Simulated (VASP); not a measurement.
# TaSi2 (C2) in VASP: single point with PBE

Aim: the single point of TaSi2 with PBE.

Everything below comes from runs of VASP 6.6.1. Logs are shortened: lines on timing, memory, paths and dates and some standing lists are left out, and cuts for length are marked.

## Step 1: The cell of the first run

It takes space group C2 (No. 5, monoclinic). Conventional cell: a = 8.324 Å, b = 4.806 Å, c = 6.600 Å, α = 90.00°, β = 90.00°, γ = 90.00°. Ta (site symmetry 2) has 10 Si at 2.52 to 2.93 Å and 4 Ta at 3.18 to 3.34 Å within 3.4 Å. Ta (site symmetry 1) has 10 Si at 2.62 to 2.84 Å and 4 Ta at 3.18 to 3.34 Å within 3.5 Å. Within 3.4 Å of Si (site symmetry 1) lie 5 Ta at 2.56 to 2.93 Å and 9 Si at 2.57 to 3.34 Å. Si (site symmetry 1) has 9 Si at 2.57 to 3.34 Å and 5 Ta at 2.62 to 2.84 Å within 3.4 Å. Within 3.4 Å of Si (site symmetry 1) lie 5 Ta at 2.52 to 2.84 Å and 9 Si at 2.57 to 3.34 Å.

## Step 2: Single point, PBE (atom 1 (Ta) moved by -0.216 Å along [1 0 0] and +0.000 Å along [0 0 1])

File INCAR:

```
PREC = Accurate ; ENCUT = 520
EDIFF = 1E-6 ; ISMEAR = 0
SIGMA = 0.15 ; LREAL = F
LASPH = T ; NELM = 100
ALGO = Normal ; ISIF = 2
LWAVE = F ; LCHARG = T
GGA = PE ; LELF = T
LVHAR = T ; NBANDS = 38
```

File KPOINTS:

```
Automatic mesh
0
Gamma
  9 9 6
```

File POSCAR:

```
TaSi2
1.0
    4.8060235202      0.0000000000      0.0000000000
   -2.4030117601      4.1621384597      0.0000000000
    0.0000000000      0.0000000000      6.5995345254
Ta Si
3 6
Direct
    0.4550563997      0.0000000000      0.0000000000
    0.5000000000      0.5000000000      0.6666666667
    0.0000000000      0.5000000000      0.3333333333
    0.1589152396      0.3178304793      0.0000000000
    0.8410847604      0.1589152396      0.6666666667
    0.6821695207      0.8410847604      0.3333333333
    0.8410847604      0.6821695207      0.0000000000
    0.1589152396      0.8410847604      0.6666666667
    0.3178304793      0.1589152396      0.3333333333
```

Potentials or basis: VASP PAW PBE potentials, release 64 (Ta_pv, Si).

Started as:

```sh
$ cat potpaw_PBE.64/Ta_pv/POTCAR potpaw_PBE.64/Si/POTCAR > POTCAR
$ mpirun -np 1 vasp_std > vasp.out
```

OUTCAR:

```text
PREC = Accurate
   ENCUT = 520
   EDIFF = 1E-6
   ISMEAR = 0
   LREAL = F
   LASPH = T
   NELM = 100
   ISIF = 2
   GGA = PE

 ion  position               nearest neighbor table
   1  0.455  0.000  0.000-   9 2.52   8 2.52   7 2.56   4 2.56   6 2.73   5 2.73   4 2.85   7 2.85
                             4 2.93   7 2.93   2 3.18   3 3.18   2 3.34   3 3.34
   2  0.500  0.500  0.667-   4 2.62   7 2.62   6 2.62   9 2.62   8 2.74   5 2.74   8 2.74   5 2.74
                             8 2.84   5 2.84   1 3.18   3 3.26   3 3.26   1 3.34
   3  0.000  0.500  0.333-   4 2.62   7 2.62   5 2.62   8 2.62   9 2.74   6 2.74   9 2.74   6 2.74
                             6 2.84   9 2.84   1 3.18   2 3.26   2 3.26   1 3.34
   4  0.159  0.318  0.000-   1 2.56   5 2.57   9 2.57   3 2.62   2 2.62   7 2.65   7 2.84   7 2.84
                             1 2.85   1 2.93
   5  0.841  0.159  0.667-   4 2.57   6 2.57   3 2.62   8 2.65   1 2.73   2 2.74   2 2.74   2 2.84
                             8 2.84   8 2.84
   6  0.682  0.841  0.333-   7 2.57   5 2.57   2 2.62   9 2.65   1 2.73   3 2.74   3 2.74   3 2.84
                             9 2.84   9 2.84
   7  0.841  0.682  0.000-   1 2.56   8 2.57   6 2.57   3 2.62   2 2.62   4 2.65   4 2.84   4 2.84
                             1 2.85   1 2.93
   8  0.159  0.841  0.667-   1 2.52   7 2.57   9 2.57   3 2.62   5 2.65   2 2.74   2 2.74   2 2.84
                             5 2.84   5 2.84
   9  0.318  0.159  0.333-   1 2.52   4 2.57   8 2.57   2 2.62   6 2.65   3 2.74   3 2.74   3 2.84
                             6 2.84   6 2.84

  LATTYP: Found a hexagonal cell.
 ALAT       =     4.8060235202
 C/A-ratio  =     1.3731798227

  Lattice vectors:

 A1 = (   4.8060235202,   0.0000000000,   0.0000000000)
 A2 = (  -2.4030117601,   4.1621384597,   0.0000000000)
 A3 = (   0.0000000000,   0.0000000000,   6.5995345254)

Analysis of symmetry for initial positions (statically):
=====================================================================
 Subroutine PRICEL returns:
 Original cell was already a primitive cell.

 Routine SETGRP: Setting up the symmetry group for a
 hexagonal supercell.

 Subroutine GETGRP returns: Found  2 space group operations
 (whereof  2 operations were pure point group operations)
 out of a pool of 24 trial point group operations.

The static configuration has the point symmetry C_2 .

Analysis of symmetry for dynamics (positions and initial velocities):
=====================================================================
 Subroutine PRICEL returns:
 Original cell was already a primitive cell.

 Routine SETGRP: Setting up the symmetry group for a
 hexagonal supercell.

 Subroutine GETGRP returns: Found  2 space group operations
 (whereof  2 operations were pure point group operations)
 out of a pool of 24 trial point group operations.

The dynamic configuration has the point symmetry C_2 .

 Subroutine INISYM returns: Found  2 space group operations
 (whereof  2 operations are pure point group operations),
 and found     1 'primitive' translations

----------------------------------------------------------------------------------------

                                     Primitive cell

  volume of cell :     132.0127

  direct lattice vectors                    reciprocal lattice vectors
     4.806023520  0.000000000  0.000000000     0.208072223  0.120130554  0.000000000
    -2.403011760  4.162138460  0.000000000     0.000000000  0.240261108  0.000000000
     0.000000000  0.000000000  6.599534525     0.000000000  0.000000000  0.151525838

  length of vectors
     4.806023520  4.806023520  6.599534525     0.240261108  0.240261108  0.151525838

  position of ions in fractional coordinates (direct lattice)
     0.455056400  0.000000000  0.000000000
     0.500000000  0.500000000  0.666666667
     1.000000000  0.500000000  0.333333333
     0.158915240  0.317830479  0.000000000
     0.841084760  0.158915240  0.666666667
     0.682169521  0.841084760  0.333333333
     0.841084760  0.682169521  0.000000000
     0.158915240  0.841084760  0.666666667
     0.317830479  0.158915240  0.333333333

  ion indices of the primitive-cell ions
   primitive index   ion index
                 1           1
                 2           2
                 3           3
                 4           4
                 5           5
                 6           6
                 7           7
                 8           8
                 9           9

----------------------------------------------------------------------------------------

 KPOINTS: Automatic mesh

Automatic generation of k-mesh.
 Grid dimensions read from file:
 generate k-points for:    9    9    6

 Generating k-lattice:

  Cartesian coordinates                     Fractional coordinates (reciprocal lattice)
     0.023119136  0.013347839  0.000000000     0.111111111  0.000000000  0.000000000
     0.000000000  0.026695679  0.000000000     0.000000000  0.111111111  0.000000000
     0.000000000  0.000000000  0.025254306     0.000000000  0.000000000  0.166666667

  Length of vectors
     0.026695679  0.026695679  0.025254306

  Shift w.r.t. Gamma in fractional coordinates (k-lattice)
     0.000000000  0.000000000  0.000000000

 Subroutine IBZKPT returns following result:
 ===========================================

 Found    140 irreducible k-points:

 Following reciprocal coordinates:
            Coordinates               Weight
  0.000000  0.000000  0.000000      1.000000
  0.111111  0.000000  0.000000      4.000000
  0.000000  0.111111  0.000000      2.000000
  0.222222 -0.000000  0.000000      4.000000
  0.000000  0.222222  0.000000      2.000000
  0.333333 -0.000000  0.000000      4.000000
[... 16 lines left out ...]
 -0.222222 -0.444444  0.000000      4.000000
  0.444444  0.333333  0.000000      4.000000
 [... further k-points ...]
   k-points           NKPTS =    140   k-points in BZ     NKDIM =    140   number of bands    NBANDS=     38
   number of dos      NEDOS =    301   number of ions     NIONS =      9
   total plane-waves  NPLWV =  64800
   dimension x,y,z NGX =    36 NGY =   36 NGZ =   50
   dimension x,y,z NGXF=    72 NGYF=   72 NGZF=  100
   ions per type =               3   6
   NGX,Y,Z   is equivalent  to a cutoff of  12.45, 12.45, 12.60 a.u.
   NGXF,Y,Z  is equivalent  to a cutoff of  24.91, 24.91, 25.19 a.u.
 SYSTEM =  unknown system
   PREC   = accura    normal or accurate (medium, high low for compatibility)
   ISTART =      0    job   : 0-new  1-cont  2-samecut
   ICHARG =      2    charge: 1-file 2-atom 10-const
   ISPIN  =      1    spin polarized calculation?
   LNONCOLLINEAR =      F non collinear calculations
   LSORBIT =      F    spin-orbit coupling
   LASPH  =      T    aspherical Exc in radial PAW
   ENCUT  =  520.0 eV  38.22 Ry    6.18 a.u.   8.94  8.94 12.27*2*pi/ulx,y,z
   NELM   =    100;   NELMIN=  2; NELMDL= -5     # of ELM steps
   EDIFF  = 0.1E-05   stopping-criterion for ELM
   LREAL  =      F    real-space projection
[... 7 lines left out ...]
   TEBEG  =    0.0;   TEEND  =   0.0 temperature during run
   PSTRESS=    0.0 pullay stress
   NELECT =      57.0000    total number of electrons
   NUPDOWN=      -1.0000    fix difference up-down
   EMIN   =  10.00;   EMAX   =-10.00  energy-range for DOS
   EFERMI =   0.00;   METHOD = LEGACY
   ISMEAR =     0;   SIGMA  =   0.15  broadening in eV -4-tet -1-fermi 0-gaus
   EFERMI_NEDOS =   21; number of points for ismear=-14 and -15
   IALGO  =     38    algorithm
   IMIX   =      4    mixing-type and parameters
     AMIX     =   0.40;   BMIX     =  1.00
     AMIX_MAG =   1.60;   BMIX_MAG =  1.00
  volume/ion in A,a.u.               =      14.67        98.99
  Fermi-wavevector in a.u.,A,eV,Ry     =   1.237356  2.338263 20.831186  1.531049
  Thomas-Fermi vector in A             =   2.371926
   LORBIT       =      0    0 simple, 1 ext, 2 COOP (PROOUT), +10 PAW based schemes
   GGA     = PE    functional components
   LHFCALC =     F    Hartree Fock is set to
   AEXX    =    0.0000 exact exchange contribution
   IVDW    =     0    specifies the selected vdW correction
   LEPSILON=     F    determine dielectric tensor
   LRPA    =     F    only Hartree local field effects (RPA)
 non-spin polarized calculation
 Gauss-broadening in eV      SIGMA  =   0.15
  energy-cutoff  :      520.00
  volume of cell :      132.01
 maximum number of plane-waves:      3577
   NGX = 17   NGY = 17   NGZ = 25

 number of electron      57.0000006 magnetization

 Free energy of the ion-electron system (eV)
  ---------------------------------------------------
  ext. energy  EPLUGINS =         0.00000000
  ---------------------------------------------------
  free energy    TOTEN  =       -71.85678478 eV

  energy without entropy =      -71.80973766  energy(sigma->0) =      -71.83326122

 E-fermi :   9.2179     XC(G=0): -12.0076

 val. band max:        9.2178722594   @ k =   0.4444   0.1111   0.1667
 cond. band min:       9.2189379576   @ k =  -0.1111   0.4444   0.1667
 fundamental gap:      0.0010656982
 Fermi energy:         9.2179303646

 k-point     1 :       0.0000    0.0000    0.0000
  band No.  band energies     occupation
      1     -25.2000      2.00000
      2     -25.1962      2.00000
      3     -25.1796      2.00000
      4     -25.1214      2.00000
      5     -25.1151      2.00000
      6     -25.0455      2.00000
[... 30 lines left out ...]
     37      13.0533      0.00000
     38      13.2244      0.00000

 k-point     2 :       0.1111    0.0000    0.0000
  band No.  band energies     occupation
      1     -25.2109      2.00000
      2     -25.1978      2.00000
      3     -25.1708      2.00000
      4     -25.1223      2.00000
      5     -25.1135      2.00000
      6     -25.0463      2.00000
[... 30 lines left out ...]
     37      12.8168      0.00000
     38      13.1293      0.00000

 k-point     3 :       0.0000    0.1111    0.0000
  band No.  band energies     occupation
      1     -25.2152      2.00000
      2     -25.1829      2.00000
      3     -25.1804      2.00000
      4     -25.1256      2.00000
      5     -25.1125      2.00000
      6     -25.0472      2.00000
[... 30 lines left out ...]
     37      12.9383      0.00000
     38      13.0807      0.00000

 k-point     4 :       0.2222   -0.0000    0.0000
  band No.  band energies     occupation
      1     -25.2253      2.00000
      2     -25.2038      2.00000
      3     -25.1595      2.00000
      4     -25.1249      2.00000
      5     -25.1094      2.00000
      6     -25.0489      2.00000
[... 30 lines left out ...]
     37      12.9798      0.00000
     38      13.1833      0.00000
[... 703 lines left out ...]
      4     -25.1215      2.00000
      5     -25.0958      2.00000
      6     -25.0703      2.00000
[... 30 lines left out ...]
     37      12.2938      0.00000
     38      12.8959      0.00000

 k-point    23 :      -0.2222   -0.4444    0.0000
  band No.  band energies     occupation
      1     -25.2464      2.00000
      2     -25.1926      2.00000
      3     -25.1787      2.00000
      4     -25.1221      2.00000
      5     -25.1000      2.00000
      6     -25.0675      2.00000
[... 30 lines left out ...]
     37      12.3661      0.00000
     38      12.8715      0.00000

 k-point    24 :       0.4444    0.3333    0.0000
  band No.  band energies     occupation
      1     -25.2441      2.00000
      2     -25.2085      2.00000
      3     -25.1666      2.00000
      4     -25.1188      2.00000
      5     -25.0949      2.00000
      6     -25.0708      2.00000
[... 30 lines left out ...]
     37      12.2880      0.00000
     38      12.9684      0.00000

 [... further k-points ...]

------------------------ aborting loop because EDIFF is reached ----------------------------------------

  FORCE on cell =-STRESS in cart. coord.  units (eV):
  Direction    XX          YY          ZZ          XY          YZ          ZX
  --------------------------------------------------------------------------------------
  -------------------------------------------------------------------------------------
  Total        1.9828909      0.6567442      1.1578121      0.0000000      1.1873502      0.0000000
  in kB       24.0654336      7.9706018     14.0518314      0.0000000     14.4103217      0.0000000
  external PRESSURE =      15.3626223 kB  Pullay stress =       0.0000000 kB

 VOLUME and BASIS-vectors are now :
 -----------------------------------------------------------------------------
  energy-cutoff  :      520.00
  volume of cell :      132.01
      direct lattice vectors                 reciprocal lattice vectors
     4.806023520  0.000000000  0.000000000     0.208072223  0.120130554  0.000000000
    -2.403011760  4.162138460  0.000000000     0.000000000  0.240261108  0.000000000
     0.000000000  0.000000000  6.599534525     0.000000000  0.000000000  0.151525838

 POSITION                                       TOTAL-FORCE (eV/Angst)
 -----------------------------------------------------------------------------------
      2.18701      0.00000      0.00000         3.885984      0.000000      0.000000
      1.20151      2.08107      4.39969        -0.458071     -0.177359     -0.019912
     -1.20151      2.08107      2.19984        -0.458071      0.177359      0.019912
     -0.00000      1.32285      0.00000        -0.927259      0.244710      0.056850
      3.66040      0.66143      4.39969        -0.296737     -0.085804      0.325783
      1.25739      3.50071      2.19984        -0.296737      0.085804     -0.325783
      2.40301      2.83928      0.00000        -0.927259     -0.244710     -0.056850
     -1.25739      3.50071      4.39969        -0.260926     -0.166483     -0.540102
      1.14563      0.66143      2.19984        -0.260926      0.166483      0.540102
 -----------------------------------------------------------------------------------
    total drift:                                0.000227      0.000000      0.000000

  FREE ENERGIE OF THE ION-ELECTRON SYSTEM (eV)
  ---------------------------------------------------
  free  energy   TOTEN  =       -71.8567847795 eV

  energy  without entropy=      -71.8097376595  energy(sigma->0) =      -71.83326122
```

It took 4.5 min on 1 thread of Intel Xeon 6975P-C (Granite Rapids), shared host; peak memory 0.62 GiB.

Results:

```yaml
Free_energy: -71.8568 eV
Pressure: 1.5 GPa
Largest_force: 3.886 eV/Å
Band_gap_on_the_k_mesh: zero (an odd number of electrons rules out a gap without spin polarisation)
```

Forces on the atoms (eV/Å):
```
Ta   3.886  0.000  0.000
Ta  -0.458 -0.177 -0.020
Ta  -0.458  0.177  0.020
Si  -0.927  0.245  0.057
Si  -0.297 -0.086  0.326
Si  -0.297  0.086 -0.326
Si  -0.927 -0.245 -0.057
Si  -0.261 -0.166 -0.540
Si  -0.261  0.166  0.540
```

Caveat: the cell differs from its parent crystal (atom 1 (Ta) moved by -0.216 Å along [1 0 0] and +0.000 Å along [0 0 1]); spin-orbit coupling is left out, which moves the levels of the heavy elements; forces of over 1 eV/Å act on the atoms, so gaps and moduli don't describe the material at rest.
